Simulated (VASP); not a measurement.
# GaP (F-43m) in VASP: further runs, part 2 of 2

VASP 6.6.1. Earlier steps stand in the parts before.

## (3) Relaxation of cell and atoms, PBE+D3(BJ)

This run uses another cell than the first one, of 20.24 Å³/atom.

Input file INCAR:

```
SYSTEM = GaP
PREC = Accurate
ENCUT = 600
EDIFF = 1E-6
ISMEAR = 0
SIGMA = 0.02
LREAL = .FALSE.
LASPH = .TRUE.
NELM = 100
ALGO = Normal
ISIF = 3
LWAVE = .FALSE.
LCHARG = .FALSE.
GGA = PE
IVDW = 12
IBRION = 2
NSW = 100
EDIFFG = -0.005
```

Input file KPOINTS:

```
regular mesh
0
G
  8 8 8
  0 0 0
```

Input file POSCAR:

```
GaP
1.0
    0.0000000000      2.7252500000      2.7252500000
    2.7252500000      0.0000000000      2.7252500000
    2.7252500000      2.7252500000      0.0000000000
Ga P
1 1
Direct
    0.0000000000      0.0000000000      0.0000000000
    0.7500000000      0.7500000000      0.7500000000
```

Potentials or basis: VASP PAW PBE potentials, release 64 (Ga_d, P).

Run with:

```sh
$ cat potpaw_PBE.64/Ga_d/POTCAR potpaw_PBE.64/P/POTCAR > POTCAR
$ mpirun -np 1 vasp_std > vasp.out
```

OUTCAR:

```text
SYSTEM = GaP
   PREC = Accurate
   ENCUT = 600
   EDIFF = 1E-6
   ISMEAR = 0
   LREAL = .FALSE.
   LASPH = .TRUE.
   NELM = 100
   ISIF = 3
   GGA = PE
   IVDW = 12
   IBRION = 2
   NSW = 100
   EDIFFG = -0.005
 IVDW          = 12

 ion  position               nearest neighbor table
   1  0.000  0.000  0.000-   2 2.36   2 2.36   2 2.36   2 2.36
   2  0.750  0.750  0.750-   1 2.36   1 2.36   1 2.36   1 2.36

  LATTYP: Found a face centered cubic cell.
 ALAT       =     5.4505000000

  Lattice vectors:

 A1 = (   0.0000000000,   2.7252500000,   2.7252500000)
 A2 = (   2.7252500000,   0.0000000000,   2.7252500000)
 A3 = (   2.7252500000,   2.7252500000,   0.0000000000)

Analysis of symmetry for initial positions (statically):
=====================================================================
 Subroutine PRICEL returns:
 Original cell was already a primitive cell.

 Routine SETGRP: Setting up the symmetry group for a
 face centered cubic supercell.

 Subroutine GETGRP returns: Found 24 space group operations
 (whereof 24 operations were pure point group operations)
 out of a pool of 48 trial point group operations.

The static configuration has the point symmetry T_d .

Analysis of symmetry for dynamics (positions and initial velocities):
=====================================================================
 Subroutine PRICEL returns:
 Original cell was already a primitive cell.

 Routine SETGRP: Setting up the symmetry group for a
 face centered cubic supercell.

 Subroutine GETGRP returns: Found 24 space group operations
 (whereof 24 operations were pure point group operations)
 out of a pool of 48 trial point group operations.

The dynamic configuration has the point symmetry T_d .

 Subroutine INISYM returns: Found 24 space group operations
 (whereof 24 operations are pure point group operations),
 and found     1 'primitive' translations

----------------------------------------------------------------------------------------

                                     Primitive cell

  volume of cell :      40.4808

  direct lattice vectors                    reciprocal lattice vectors
     0.000000000  2.725250000  2.725250000    -0.183469406  0.183469406  0.183469406
     2.725250000  0.000000000  2.725250000     0.183469406 -0.183469406  0.183469406
     2.725250000  2.725250000  0.000000000     0.183469406  0.183469406 -0.183469406

  length of vectors
     3.854085511  3.854085511  3.854085511     0.317778334  0.317778334  0.317778334

  position of ions in fractional coordinates (direct lattice)
     0.000000000  0.000000000  0.000000000
     0.750000000  0.750000000  0.750000000

  ion indices of the primitive-cell ions
   primitive index   ion index
                 1           1
                 2           2

----------------------------------------------------------------------------------------

 KPOINTS: regular mesh

Automatic generation of k-mesh.
 Grid dimensions read from file:
 generate k-points for:    8    8    8

 Generating k-lattice:

  Cartesian coordinates                     Fractional coordinates (reciprocal lattice)
    -0.022933676  0.022933676  0.022933676     0.125000000  0.000000000  0.000000000
     0.022933676 -0.022933676  0.022933676     0.000000000  0.125000000  0.000000000
     0.022933676  0.022933676 -0.022933676     0.000000000  0.000000000  0.125000000

  Length of vectors
     0.039722292  0.039722292  0.039722292

  Shift w.r.t. Gamma in fractional coordinates (k-lattice)
     0.000000000  0.000000000  0.000000000

 Subroutine IBZKPT returns following result:
 ===========================================

 Found     29 irreducible k-points:

 Following reciprocal coordinates:
            Coordinates               Weight
  0.000000  0.000000  0.000000      1.000000
  0.125000  0.000000  0.000000      8.000000
  0.250000  0.000000  0.000000      8.000000
  0.375000  0.000000  0.000000      8.000000
  0.500000  0.000000  0.000000      4.000000
  0.125000  0.125000  0.000000      6.000000
[... 16 lines left out ...]
  0.500000  0.250000  0.125000     48.000000
 -0.375000  0.250000  0.125000     24.000000
 [... further k-points ...]
   k-points           NKPTS =     29   k-points in BZ     NKDIM =     29   number of bands    NBANDS=     13
   number of dos      NEDOS =    301   number of ions     NIONS =      2
   total plane-waves  NPLWV =  32768
   dimension x,y,z NGX =    32 NGY =   32 NGZ =   32
   dimension x,y,z NGXF=    64 NGYF=   64 NGZF=   64
   ions per type =               1   1
   NGX,Y,Z   is equivalent  to a cutoff of  13.80, 13.80, 13.80 a.u.
   NGXF,Y,Z  is equivalent  to a cutoff of  27.61, 27.61, 27.61 a.u.
 SYSTEM =  GaP
   PREC   = accura    normal or accurate (medium, high low for compatibility)
   ISTART =      0    job   : 0-new  1-cont  2-samecut
   ICHARG =      2    charge: 1-file 2-atom 10-const
   ISPIN  =      1    spin polarized calculation?
   LNONCOLLINEAR =      F non collinear calculations
   LSORBIT =      F    spin-orbit coupling
   LASPH  =      T    aspherical Exc in radial PAW
   ENCUT  =  600.0 eV  44.10 Ry    6.64 a.u.   7.70  7.70  7.70*2*pi/ulx,y,z
   NELM   =    100;   NELMIN=  2; NELMDL= -5     # of ELM steps
   EDIFF  = 0.1E-05   stopping-criterion for ELM
   LREAL  =      F    real-space projection
   EDIFFG = -.5E-02   stopping-criterion for IOM
   NSW    =    100    number of steps for IOM
   IBRION =      2    ionic relax: 0-MD 1-quasi-New 2-CG
   NFREE  =      1    steps in history (QN), initial steepest desc. (CG)
   ISIF   =      3    stress and relaxation
   ISYM   =      2    0-nonsym 1-usesym 2-fastsym
   POTIM  = 0.5000    time-step for ionic-motion
   TEBEG  =    0.0;   TEEND  =   0.0 temperature during run
   PSTRESS=    0.0 pullay stress
   NELECT =      18.0000    total number of electrons
   NUPDOWN=      -1.0000    fix difference up-down
   EMIN   =  10.00;   EMAX   =-10.00  energy-range for DOS
   EFERMI =   0.00;   METHOD = LEGACY
   ISMEAR =     0;   SIGMA  =   0.02  broadening in eV -4-tet -1-fermi 0-gaus
   EFERMI_NEDOS =   21; number of points for ismear=-14 and -15
   IALGO  =     38    algorithm
   IMIX   =      4    mixing-type and parameters
     AMIX     =   0.40;   BMIX     =  1.00
     AMIX_MAG =   1.60;   BMIX_MAG =  1.00
  volume/ion in A,a.u.               =      20.24       136.59
  Fermi-wavevector in a.u.,A,eV,Ry     =   1.249538  2.361284 21.243377  1.561344
  Thomas-Fermi vector in A             =   2.383574
   LORBIT       =      0    0 simple, 1 ext, 2 COOP (PROOUT), +10 PAW based schemes
   GGA     = PE    functional components
   LHFCALC =     F    Hartree Fock is set to
   AEXX    =    0.0000 exact exchange contribution
   IVDW    =    12    specifies the selected vdW correction
   LEPSILON=     F    determine dielectric tensor
   LRPA    =     F    only Hartree local field effects (RPA)
 conjugate gradient relaxation of ions
 non-spin polarized calculation
 Gauss-broadening in eV      SIGMA  =   0.02
  energy-cutoff  :      600.00
  volume of cell :       40.48
 maximum number of plane-waves:      1365
   NGX = 15   NGY = 15   NGZ = 15

--------------------------------------- Ionic step        1  -------------------------------------------

 number of electron      18.0000003 magnetization

 Free energy of the ion-electron system (eV)
  ---------------------------------------------------
  ext. energy  EPLUGINS =         0.00000000
  ---------------------------------------------------
  free energy    TOTEN  =        -9.11605074 eV

  energy without entropy =       -9.11605074  energy(sigma->0) =       -9.11605074

------------------------ aborting loop because EDIFF is reached ----------------------------------------

 Edisp (eV)   -0.63299

 E8    (eV) :    -0.2684
[... 71 lines left out ...]
--------------------------------------- Ionic step        3  -------------------------------------------

 number of electron      18.0000004 magnetization

 Free energy of the ion-electron system (eV)
  ---------------------------------------------------
  ext. energy  EPLUGINS =         0.00000000
  ---------------------------------------------------
  free energy    TOTEN  =        -9.11403695 eV

  energy without entropy =       -9.11403695  energy(sigma->0) =       -9.11403695

 E-fermi :   4.8007     XC(G=0):  -9.8469

 val. band max:        4.6838318555   @ k =   0.0000   0.0000   0.0000
 cond. band min:       6.3207464084   @ k =   0.3750   0.3750   0.0000
 fundamental gap:      1.6369145528
 Fermi energy:         4.8007265255

 k-point     1 :       0.0000    0.0000    0.0000
  band No.  band energies     occupation
      1      -9.8730      2.00000
      2      -9.8730      2.00000
      3      -9.8730      2.00000
      4      -9.7724      2.00000
      5      -9.7724      2.00000
      6      -7.8310      2.00000
      7       4.6838      2.00000
      8       4.6838      2.00000
      9       4.6838      2.00000
     10       6.5359      0.00000
     11       8.5724      0.00000
     12       8.5724      0.00000
     13       8.5724      0.00000
[... 354 lines left out ...]
  band No.  band energies     occupation
      1      -9.9621      2.00000
      2      -9.8418      2.00000
      3      -9.8297      2.00000
      4      -9.7776      2.00000
      5      -9.7650      2.00000
      6      -5.3472      2.00000
      7      -1.7469      2.00000
      8       1.4807      2.00000
      9       2.7424      2.00000
     10       8.1498      0.00000
     11       8.9845      0.00000
     12      11.1518      0.00000
     13      12.6246      0.00000

 [... further k-points ...]

------------------------ aborting loop because EDIFF is reached ----------------------------------------

 Edisp (eV)   -0.63511

 E8    (eV) :    -0.2694
[... 25 lines left out ...]
  FREE ENERGIE OF THE ION-ELECTRON SYSTEM (eV)
  ---------------------------------------------------
  free  energy   TOTEN  =        -9.7491477561 eV

  energy  without entropy=       -9.7491477561  energy(sigma->0) =       -9.74914776

 reached required accuracy - stopping structural energy minimisation
```

OSZICAR:

```text
N       E                     dE             d eps       ncg     rms          rms(c)
DAV:   1     0.860651054946E+02    0.86065E+02   -0.99032E+03   770   0.213E+03
DAV:   2    -0.248561605148E+01   -0.88551E+02   -0.85564E+02   809   0.355E+02
DAV:   3    -0.925968323762E+01   -0.67741E+01   -0.67380E+01   964   0.786E+01
[... 20 lines left out ...]
DAV:   2    -0.911422828473E+01    0.67100E-03   -0.12051E-03   959   0.885E-01    0.793E-02
DAV:   3    -0.911405635605E+01    0.17193E-03   -0.21108E-04   999   0.323E-01    0.182E-02
DAV:   4    -0.911404043336E+01    0.15923E-04   -0.20290E-05   878   0.716E-02    0.763E-03
DAV:   5    -0.911403711138E+01    0.33220E-05   -0.13519E-06   443   0.188E-02    0.206E-03
DAV:   6    -0.911403694889E+01    0.16249E-06   -0.27294E-07   382   0.774E-03
   3 F= -.97491478E+01 E0= -.97491478E+01  d E =-.104739E-03
```

CONTCAR:

```text
GaP
   1.00000000000000
     0.0000000000000000    2.7224537367154027    2.7224537367154027
     2.7224537367154027    0.0000000000000000    2.7224537367154027
     2.7224537367154027    2.7224537367154027   -0.0000000000000000
  Ga              P
     1     1
Direct
     0.0000000000000000    0.0000000000000000    0.0000000000000000
     0.7500000000000000    0.7500000000000000    0.7500000000000000

  0.00000000E+00  0.00000000E+00  0.00000000E+00
  0.00000000E+00  0.00000000E+00  0.00000000E+00
```

Wall time 27 s (1 thread of Intel Xeon Platinum 8559C (Emerald Rapids), shared host); peak memory 0.2 GiB.

Results:

```
Free energy                           : -9.7491 eV
Relaxed volume                        : 20.18 Å³/atom
Relaxed cell                          : a = 3.850 Å, b = 3.850 Å, c = 3.850 Å, α = 60.00°, β = 60.00°, γ = 60.00°
Space group after relaxing (to 0.1 Å) : F-43m (No. 216)
Energy gained by relaxing             : 0.1 meV/atom
Ionic steps                           : 3
Pressure after relaxing               : 0.0 GPa
Band gap on the k mesh                : 1.64 eV (least direct gap 1.85 eV)
Dispersion energy per atom            : -0.318 eV
```

The path:
```csv
step,energy change (eV),largest force (eV/Å),pressure (GPa),volume (Å³)
1,0.0000,0.0000,-0.30,40.48
2,0.0000,0.0000,0.23,40.26
3,-0.0001,0.0000,-0.01,40.36
```

Final structure:
```
CELL_PARAMETERS angstrom
0.00000 2.72245 2.72245
2.72245 0.00000 2.72245
2.72245 2.72245 0.00000
ATOMIC_POSITIONS crystal
Ga 0.00000 0.00000 0.00000
P 0.75000 0.75000 0.75000
```

Levels at points of the mesh, in eV from the valence-band top:
| k point | band 6 | band 7 | band 8 | band 9 | band 10 | band 11 | band 12 | band 13 |
| --- | --- | --- | --- | --- | --- | --- | --- | --- |
| (0.00, 0.00, 0.00) | -12.51 | 0.00 | 0.00 | 0.00 | 1.85 | 3.89 | 3.89 | 3.89 |
| (0.50, 0.00, 0.00) | -10.44 | -6.65 | -1.12 | -1.12 | 1.68 | 4.72 | 4.72 | 8.29 |
| (0.50, 0.50, 0.00) | -9.54 | -6.77 | -2.69 | -2.69 | 1.65 | 1.82 | 10.62 | 10.62 |

A k mesh can miss the band edges. As with any semilocal functional, this PBE gap is likely too small.

## (4) Against experiment

Step 2. Against the measured gap of GaP, 2.34 eV (indirect; 10 K; quoted in “Stacking defects in GaP nanowires: Electronic structure and optical properties”, 2018, arxiv:1810.01194), the calculated 1.64 eV is off by -0.70 eV. Spin-orbit coupling on Ga is left out. The value is that of PBE+D3(BJ) on a finite k mesh, which can miss the band edges, without temperature or zero-point motion. Semilocal functionals fall short of measured gaps as a rule.
